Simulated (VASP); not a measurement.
# Lu (Fm-3m) in VASP: a series of runs

Runs on Lu. Level: PBE. Tasks: single point.

Everything below comes from runs of VASP 6.6.1. Logs are shortened: lines on timing, memory, paths and dates and some standing lists are left out, and cuts for length are marked.

**1. The cell of the first run**

Symmetry: Fm-3m, No. 225, cubic system. The conventional cell has a = 4.873 Å, b = 4.873 Å, c = 4.873 Å, α = 90.00°, β = 90.00°, γ = 90.00°. Lu (site symmetry m-3m) has 12 Lu at 3.45 Å within 4.5 Å.

**2. Single point, PBE**

INCAR reads:

```
PREC     = Accurate       # precision mode
ENCUT    = 520            # plane-wave cutoff, eV
EDIFF    = 1E-6           # SCF threshold, eV
ISMEAR   = 0              # smearing method
SIGMA    = 0.05           # smearing width, eV
LREAL    = False          # projectors in reciprocal space
LASPH    = True           # aspherical terms in the spheres
NELM     = 60             # most SCF steps
ALGO     = Normal         # electronic algorithm
ISIF     = 2              # what is computed and relaxed
LWAVE    = False          # write WAVECAR
LCHARG   = False          # write CHGCAR
GGA      = PE             # functional
NBANDS   = 18             # bands
```

KPOINTS reads:

```
regular mesh
0
Gamma
  14 14 14
```

POSCAR reads:

```
Lu
1.0
    0.0000000000      2.4362771651      2.4362771651
    2.4362771651      0.0000000000      2.4362771651
    2.4362771651      2.4362771651      0.0000000000
Lu
1
Direct
    0.0000000000      0.0000000000      0.0000000000
```

Potentials or basis: VASP PAW PBE potentials, release 64 (Lu).

Command:

```console
> cat potpaw_PBE.64/Lu/POTCAR > POTCAR
> mpirun -np 1 vasp_std > vasp.out
```

OUTCAR:

```text
PREC = Accurate
   ENCUT = 520
   EDIFF = 1E-6
   ISMEAR = 0
   LREAL = False
   LASPH = True
   NELM = 60
   ISIF = 2
   GGA = PE

 ion  position               nearest neighbor table
   1  0.000  0.000  0.000-

  LATTYP: Found a face centered cubic cell.
 ALAT       =     4.8725543302

  Lattice vectors:

 A1 = (   0.0000000000,   2.4362771651,   2.4362771651)
 A2 = (   2.4362771651,   0.0000000000,   2.4362771651)
 A3 = (   2.4362771651,   2.4362771651,   0.0000000000)

Analysis of symmetry for initial positions (statically):
=====================================================================
 Subroutine PRICEL returns:
 Original cell was already a primitive cell.

 Routine SETGRP: Setting up the symmetry group for a
 face centered cubic supercell.

 Subroutine GETGRP returns: Found 48 space group operations
 (whereof 48 operations were pure point group operations)
 out of a pool of 48 trial point group operations.

The static configuration has the point symmetry O_h .

Analysis of symmetry for dynamics (positions and initial velocities):
=====================================================================
 Subroutine PRICEL returns:
 Original cell was already a primitive cell.

 Routine SETGRP: Setting up the symmetry group for a
 face centered cubic supercell.

 Subroutine GETGRP returns: Found 48 space group operations
 (whereof 48 operations were pure point group operations)
 out of a pool of 48 trial point group operations.

The dynamic configuration has the point symmetry O_h .

 Subroutine INISYM returns: Found 48 space group operations
 (whereof 48 operations are pure point group operations),
 and found     1 'primitive' translations

----------------------------------------------------------------------------------------

                                     Primitive cell

  volume of cell :      28.9208

  direct lattice vectors                    reciprocal lattice vectors
     0.000000000  2.436277165  2.436277165    -0.205231165  0.205231165  0.205231165
     2.436277165  0.000000000  2.436277165     0.205231165 -0.205231165  0.205231165
     2.436277165  2.436277165  0.000000000     0.205231165  0.205231165 -0.205231165

  length of vectors
     3.445416209  3.445416209  3.445416209     0.355470804  0.355470804  0.355470804

[... 73 lines left out ...]
   LNONCOLLINEAR =      F non collinear calculations
   LSORBIT =      F    spin-orbit coupling
   LASPH  =      T    aspherical Exc in radial PAW
   ENCUT  =  520.0 eV  38.22 Ry    6.18 a.u.   6.41  6.41  6.41*2*pi/ulx,y,z
   NELM   =     60;   NELMIN=  2; NELMDL= -5     # of ELM steps
   EDIFF  = 0.1E-05   stopping-criterion for ELM
   LREAL  =      F    real-space projection
   EDIFFG = 0.1E-04   stopping-criterion for IOM
   NSW    =      0    number of steps for IOM
   IBRION =     -1    ionic relax: 0-MD 1-quasi-New 2-CG
   NFREE  =      0    steps in history (QN), initial steepest desc. (CG)
   ISIF   =      2    stress and relaxation
   ISYM   =      2    0-nonsym 1-usesym 2-fastsym
   POTIM  = 0.5000    time-step for ionic-motion
   TEBEG  =    0.0;   TEEND  =   0.0 temperature during run
   PSTRESS=    0.0 pullay stress
   NELECT =      25.0000    total number of electrons
   NUPDOWN=      -1.0000    fix difference up-down
   EMIN   =  10.00;   EMAX   =-10.00  energy-range for DOS
   EFERMI =   0.00;   METHOD = LEGACY
   ISMEAR =     0;   SIGMA  =   0.05  broadening in eV -4-tet -1-fermi 0-gaus
   EFERMI_NEDOS =   21; number of points for ismear=-14 and -15
   IALGO  =     38    algorithm
   IMIX   =      4    mixing-type and parameters
     AMIX     =   0.40;   BMIX     =  1.00
     AMIX_MAG =   1.60;   BMIX_MAG =  1.00
  volume/ion in A,a.u.               =      28.92       195.17
  Fermi-wavevector in a.u.,A,eV,Ry     =   1.559498  2.947024 33.089829  2.432034
  Thomas-Fermi vector in A             =   2.662848
   LORBIT       =      0    0 simple, 1 ext, 2 COOP (PROOUT), +10 PAW based schemes
   GGA     = PE    functional components
   LHFCALC =     F    Hartree Fock is set to
   AEXX    =    0.0000 exact exchange contribution
   IVDW    =     0    specifies the selected vdW correction
   LEPSILON=     F    determine dielectric tensor
   LRPA    =     F    only Hartree local field effects (RPA)
 non-spin polarized calculation
 Gauss-broadening in eV      SIGMA  =   0.05
  energy-cutoff  :      520.00
  volume of cell :       28.92
 maximum number of plane-waves:       795
 NGX is ok and might be reduce to    28
   NGX = 13   NGY = 13   NGZ = 13

 number of electron      25.0000004 magnetization

 Free energy of the ion-electron system (eV)
  ---------------------------------------------------
  ext. energy  EPLUGINS =         0.00000000
  ---------------------------------------------------
  free energy    TOTEN  =        -4.48044598 eV

  energy without entropy =       -4.47880039  energy(sigma->0) =       -4.47962318

 E-fermi :   2.3233     XC(G=0): -10.6961

 val. band max:        2.3168746371   @ k =   0.5000   0.1429   0.0000
 cond. band min:       2.3382493896   @ k =  -0.2857   0.4286   0.2143
 fundamental gap:      0.0213747525
 Fermi energy:         2.3233257339

 k-point     1 :       0.0000    0.0000    0.0000
  band No.  band energies     occupation
      1     -53.9056      2.00000
      2     -24.3256      2.00000
      3     -24.3255      2.00000
      4     -24.3255      2.00000
      5      -3.7891      2.00000
      6      -2.7159      2.00000
[... 481 lines left out ...]
      5      -2.6832      2.00000
      6      -2.6641      2.00000
[... 10 lines left out ...]
     17       7.6828      0.00000
     18      13.4045      0.00000

 [... further k-points ...]

------------------------ aborting loop because EDIFF is reached ----------------------------------------

  FORCE on cell =-STRESS in cart. coord.  units (eV):
  Direction    XX          YY          ZZ          XY          YZ          ZX
  --------------------------------------------------------------------------------------
  -------------------------------------------------------------------------------------
  Total        0.0304689      0.0304689      0.0304689      0.0000000      0.0000000      0.0000000
  in kB        1.6879389      1.6879389      1.6879389      0.0000000      0.0000000      0.0000000
  external PRESSURE =       1.6879389 kB  Pullay stress =       0.0000000 kB

 VOLUME and BASIS-vectors are now :
 -----------------------------------------------------------------------------
  energy-cutoff  :      520.00
  volume of cell :       28.92
      direct lattice vectors                 reciprocal lattice vectors
     0.000000000  2.436277165  2.436277165    -0.205231165  0.205231165  0.205231165
     2.436277165  0.000000000  2.436277165     0.205231165 -0.205231165  0.205231165
     2.436277165  2.436277165  0.000000000     0.205231165  0.205231165 -0.205231165

 POSITION                                       TOTAL-FORCE (eV/Angst)
 -----------------------------------------------------------------------------------
      0.00000      0.00000      0.00000         0.000000      0.000000      0.000000
 -----------------------------------------------------------------------------------
    total drift:                               -0.000000     -0.000000     -0.000000

  FREE ENERGIE OF THE ION-ELECTRON SYSTEM (eV)
  ---------------------------------------------------
  free  energy   TOTEN  =        -4.4804459753 eV

  energy  without entropy=       -4.4788003920  energy(sigma->0) =       -4.47962318
```

OSZICAR:

```text
N       E                     dE             d eps       ncg     rms          rms(c)
DAV:   1     0.836237344991E+02    0.83624E+02   -0.10181E+04  4642   0.457E+03
DAV:   2     0.131261043044E+01   -0.82311E+02   -0.80686E+02  3870   0.358E+02
DAV:   3    -0.435075208777E+01   -0.56634E+01   -0.56174E+01  4220   0.720E+01
DAV:   4    -0.456175030989E+01   -0.21100E+00   -0.20999E+00  5334   0.114E+01
DAV:   5    -0.456596377791E+01   -0.42135E-02   -0.42115E-02  4410   0.136E+00    0.341E+00
DAV:   6    -0.449857670689E+01    0.67387E-01   -0.19465E-01  6092   0.697E+00    0.158E+00
DAV:   7    -0.448182612608E+01    0.16751E-01   -0.30713E-02  4930   0.136E+00    0.326E-01
DAV:   8    -0.448030581382E+01    0.15203E-02   -0.44945E-03  5884   0.679E-01    0.939E-02
DAV:   9    -0.448044678681E+01   -0.14097E-03   -0.46131E-04  4492   0.264E-01    0.504E-02
DAV:  10    -0.448044542061E+01    0.13662E-05   -0.72042E-05  5036   0.793E-02    0.749E-03
DAV:  11    -0.448044597528E+01   -0.55466E-06   -0.24575E-06  3544   0.138E-02
   1 F= -.44804460E+01 E0= -.44796232E+01  d E =-.164558E-02
```

stdout:

```text
POSCAR found type information on POSCAR Lu
 POSCAR found :  1 types and       1 ions
 scaLAPACK will be used
 LDA part: xc-table for (Slater+PW92), standard interpolation
 POSCAR, INCAR and KPOINTS ok, starting setup
 FFT: planning ... GRIDC
 FFT: planning ... GRID_SOFT
 FFT: planning ... GRID
 WAVECAR not read
 entering main loop
```

Wall time 36 s (1 thread of Intel Xeon Platinum 8488C (Sapphire Rapids), shared host); peak memory 0.21 GiB.

What came out:

| Item | Value |
| --- | --- |
| Free energy | -4.4804 eV |
| Pressure | 0.2 GPa |

Levels at points of the mesh, in eV from the Fermi level:
```tsv
k point	band 10	band 11	band 12	band 13	band 14	band 15
(0.00, 0.00, 0.00)	-4.91	-4.91	-4.91	2.24	2.24	2.24
(0.50, 0.00, 0.00)	-4.93	-4.91	-2.62	0.32	2.02	2.02
(0.50, 0.50, 0.00)	-4.94	-4.93	-2.06	-0.85	1.92	6.43
```

Caveat: spin-orbit coupling is left out, which moves the levels of the heavy elements.

**3. Single point, PBE**

INCAR reads:

```
SYSTEM = Lu
ALGO = Fast
EDIFF = 1E-7
ENCUT = 520
GGA = PE
ISIF = 2
ISMEAR = 0
LASPH = .True.
LCHARG = .True.
LELF = .True.
LREAL = .False.
LVHAR = .True.
LWAVE = .False.
NBANDS = 18
NELM = 80
PREC = Accurate
SIGMA = 0.05
```

KPOINTS reads:

```
k-points
0
Gamma
  14 14 14
  0 0 0
```

POSCAR is that of step 2.

Potentials or basis: VASP PAW PBE potentials, release 64 (Lu).

Command:

```console
> cat potpaw_PBE.64/Lu/POTCAR > POTCAR
> mpirun -np 1 vasp_std > vasp.out
```

Wall time 81 s (1 thread of Intel Xeon Platinum 8488C (Sapphire Rapids), shared host); peak memory 0.21 GiB.

Results (log left out):

* Free energy: -4.4804 eV
* Pressure: 0.1 GPa

Levels at points of the mesh, in eV from the Fermi level:
```tsv
k point	band 10	band 11	band 12	band 13	band 14	band 15
(0.00, 0.00, 0.00)	-4.91	-4.91	-4.91	2.24	2.24	2.24
(0.50, 0.00, 0.00)	-4.93	-4.91	-2.62	0.32	2.02	2.02
(0.50, 0.50, 0.00)	-4.94	-4.93	-2.06	-0.85	1.92	6.43
```

Caveat: spin-orbit coupling is left out, which moves the levels of the heavy elements.

**4. Single point, PBE**

This run uses another cell than the first one, of 29.47 Å³/atom, 1.019 times its volume.

INCAR reads:

```
PREC = Accurate
ENCUT = 520
EDIFF = 1E-6
ISMEAR = 0
SIGMA = 0.05
LREAL = F
LASPH = T
NELM = 60
ALGO = Normal
ISIF = 2
LWAVE = F
LCHARG = T
GGA = PE
LELF = T
LVHAR = T
NBANDS = 18
```

KPOINTS reads:

```
regular mesh
0
Gamma
  14 14 14
```

POSCAR reads:

```
Lu
1.0
    0.0000000000      2.4515628738      2.4515628738
    2.4515628738      0.0000000000      2.4515628738
    2.4515628738      2.4515628738      0.0000000000
Lu
1
Direct
    0.0000000000      0.0000000000      0.0000000000
```

Potentials or basis: VASP PAW PBE potentials, release 64 (Lu).

Command:

```console
> cat potpaw_PBE.64/Lu/POTCAR > POTCAR
> mpirun -np 1 vasp_std > vasp.out
```

OUTCAR:

```text
PREC = Accurate
   ENCUT = 520
   EDIFF = 1E-6
   ISMEAR = 0
   LREAL = F
   LASPH = T
   NELM = 60
   ISIF = 2
   GGA = PE

 ion  position               nearest neighbor table
   1  0.000  0.000  0.000-

  LATTYP: Found a face centered cubic cell.
 ALAT       =     4.9031257476

  Lattice vectors:

 A1 = (   0.0000000000,   2.4515628738,   2.4515628738)
 A2 = (   2.4515628738,   0.0000000000,   2.4515628738)
 A3 = (   2.4515628738,   2.4515628738,   0.0000000000)

Analysis of symmetry for initial positions (statically):
=====================================================================
 Subroutine PRICEL returns:
 Original cell was already a primitive cell.

 Routine SETGRP: Setting up the symmetry group for a
 face centered cubic supercell.

 Subroutine GETGRP returns: Found 48 space group operations
 (whereof 48 operations were pure point group operations)
 out of a pool of 48 trial point group operations.

The static configuration has the point symmetry O_h .
[... 154 lines left out ...]
  ext. energy  EPLUGINS =         0.00000000
  ---------------------------------------------------
  free energy    TOTEN  =        -4.47979081 eV

  energy without entropy =       -4.47802994  energy(sigma->0) =       -4.47891038

 E-fermi :   2.2415     XC(G=0): -10.6070

 val. band max:        2.2411505964   @ k =  -0.2857   0.5000   0.2143
 cond. band min:       2.2437261318   @ k =  -0.4286   0.1429   0.0000
 fundamental gap:      0.0025755354
 Fermi energy:         2.2414606525

 k-point     1 :       0.0000    0.0000    0.0000
  band No.  band energies     occupation
      1     -54.0230      2.00000
      2     -24.4539      2.00000
      3     -24.4539      2.00000
      4     -24.4539      2.00000
      5      -3.8141      2.00000
      6      -2.8206      2.00000
[... 481 lines left out ...]
      5      -2.7895      2.00000
      6      -2.7715      2.00000
[... 10 lines left out ...]
     17       7.5202      0.00000
     18      13.1767      0.00000

 [... further k-points ...]

------------------------ aborting loop because EDIFF is reached ----------------------------------------

  FORCE on cell =-STRESS in cart. coord.  units (eV):
  Direction    XX          YY          ZZ          XY          YZ          ZX
  --------------------------------------------------------------------------------------
  -------------------------------------------------------------------------------------
  Total       -0.1163372     -0.1163372     -0.1163372      0.0000000      0.0000000      0.0000000
  in kB       -6.3251374     -6.3251374     -6.3251374      0.0000000      0.0000000      0.0000000
  external PRESSURE =      -6.3251374 kB  Pullay stress =       0.0000000 kB

 VOLUME and BASIS-vectors are now :
 -----------------------------------------------------------------------------
  energy-cutoff  :      520.00
  volume of cell :       29.47
      direct lattice vectors                 reciprocal lattice vectors
     0.000000000  2.451562874  2.451562874    -0.203951530  0.203951530  0.203951530
     2.451562874  0.000000000  2.451562874     0.203951530 -0.203951530  0.203951530
     2.451562874  2.451562874  0.000000000     0.203951530  0.203951530 -0.203951530

 POSITION                                       TOTAL-FORCE (eV/Angst)
 -----------------------------------------------------------------------------------
      0.00000      0.00000      0.00000        -0.000000     -0.000000      0.000000
 -----------------------------------------------------------------------------------
    total drift:                               -0.000000     -0.000000     -0.000000

  FREE ENERGIE OF THE ION-ELECTRON SYSTEM (eV)
  ---------------------------------------------------
  free  energy   TOTEN  =        -4.4797908114 eV

  energy  without entropy=       -4.4780299450  energy(sigma->0) =       -4.47891038
```

OSZICAR:

```text
N       E                     dE             d eps       ncg     rms          rms(c)
DAV:   1     0.829388188815E+02    0.82939E+02   -0.10280E+04  4640   0.459E+03
DAV:   2     0.135743706442E+01   -0.81581E+02   -0.79868E+02  3904   0.355E+02
DAV:   3    -0.437185626973E+01   -0.57293E+01   -0.56761E+01  4242   0.723E+01
DAV:   4    -0.455938494501E+01   -0.18753E+00   -0.18660E+00  5222   0.110E+01
DAV:   5    -0.456362663108E+01   -0.42417E-02   -0.42397E-02  4390   0.139E+00    0.343E+00
DAV:   6    -0.449815131203E+01    0.65475E-01   -0.18832E-01  6038   0.671E+00    0.160E+00
DAV:   7    -0.448115356774E+01    0.16998E-01   -0.31479E-02  4918   0.138E+00    0.321E-01
DAV:   8    -0.447964786690E+01    0.15057E-02   -0.44251E-03  5964   0.697E-01    0.936E-02
DAV:   9    -0.447979070008E+01   -0.14283E-03   -0.45280E-04  4474   0.264E-01    0.516E-02
DAV:  10    -0.447979051128E+01    0.18880E-06   -0.70063E-05  4944   0.788E-02    0.617E-03
DAV:  11    -0.447979081140E+01   -0.30012E-06   -0.21578E-06  3550   0.125E-02
   1 F= -.44797908E+01 E0= -.44789104E+01  d E =-.176087E-02
```

stdout:

```text
POSCAR found type information on POSCAR Lu
 POSCAR found :  1 types and       1 ions
 scaLAPACK will be used
 LDA part: xc-table for (Slater+PW92), standard interpolation
 POSCAR, INCAR and KPOINTS ok, starting setup
 FFT: planning ... GRIDC
 FFT: planning ... GRID_SOFT
 FFT: planning ... GRID
 WAVECAR not read
 entering main loop
```

Run time: 33 s. Hardware: 1 thread of Intel Xeon Platinum 8488C (Sapphire Rapids), shared host; peak memory 0.2 GiB.

What came out:

* Free energy: -4.4798 eV
* Pressure: -0.6 GPa

Caveat: spin-orbit coupling is left out, which moves the levels of the heavy elements.

**5. Single point, PBE**

This run uses another cell than the first one, of 29.68 Å³/atom, 1.026 times its volume.

INCAR reads:

```
  PREC = Accurate
  ENCUT = 520
  EDIFF = 1E-6
  ISMEAR = 0
  SIGMA = 0.05
  LREAL = False
  LASPH = True
  NELM = 100
  ALGO = Normal
  ISIF = 2
  LWAVE = False
  LCHARG = False
  GGA = PE
  NBANDS = 18
```

KPOINTS reads:

```
Automatic mesh
0
Gamma
  14 14 14
```

POSCAR reads:

```
Lu
1.0
    0.0000000000      2.4573884971      2.4573884971
    2.4573884971      0.0000000000      2.4573884971
    2.4573884971      2.4573884971      0.0000000000
Lu
1
Direct
    0.0000000000      0.0000000000      0.0000000000
```

Command:

```console
> cat potpaw_PBE.64/Lu/POTCAR > POTCAR
> mpirun -np 1 vasp_std > vasp.out
```

It took 35 s on 1 thread of Intel Xeon Platinum 8488C (Sapphire Rapids), shared host; peak memory 0.21 GiB.

The run converged. Its results:

| Quantity | Value |
| --- | --- |
| Free energy | -4.4788 eV |
| Pressure | -0.9 GPa |

Levels at points of the mesh, in eV from the Fermi level:
| k point | band 9 | band 10 | band 11 | band 12 | band 13 | band 14 | band 15 | band 16 |
| --- | --- | --- | --- | --- | --- | --- | --- | --- |
| (0.00, 0.00, 0.00) | -5.02 | -4.95 | -4.95 | -4.95 | 2.22 | 2.22 | 2.22 | 4.54 |
| (0.50, 0.00, 0.00) | -4.97 | -4.97 | -4.95 | -2.57 | 0.26 | 2.01 | 2.01 | 6.26 |
| (0.50, 0.50, 0.00) | -4.98 | -4.98 | -4.97 | -1.98 | -0.78 | 1.82 | 6.28 | 6.76 |

Caveat: spin-orbit coupling is left out, which moves the levels of the heavy elements.

**6. Overview**

| cell | gap on the mesh (eV) | pressure (GPa) |
| --- | --- | --- |
| a = 3.445 Å, angles 60.0°, 1 atom | none | 0.1 |
| a = 3.467 Å, angles 60.0°, 1 atom | none | -0.6 |
| a = 3.475 Å, angles 60.0°, 1 atom | none | -0.9 |

Alike in all rows: task single point; level PBE; potentials or basis VASP PAW PBE potentials, release 64 (Lu); no spin polarisation; k mesh 14 × 14 × 14; cutoff (eV) 520; smearing gaussian 0.05 eV.

Caveats: spin-orbit coupling is left out, which moves the levels of the heavy elements.

Absolute energies hang on the potentials; compare differences alone.
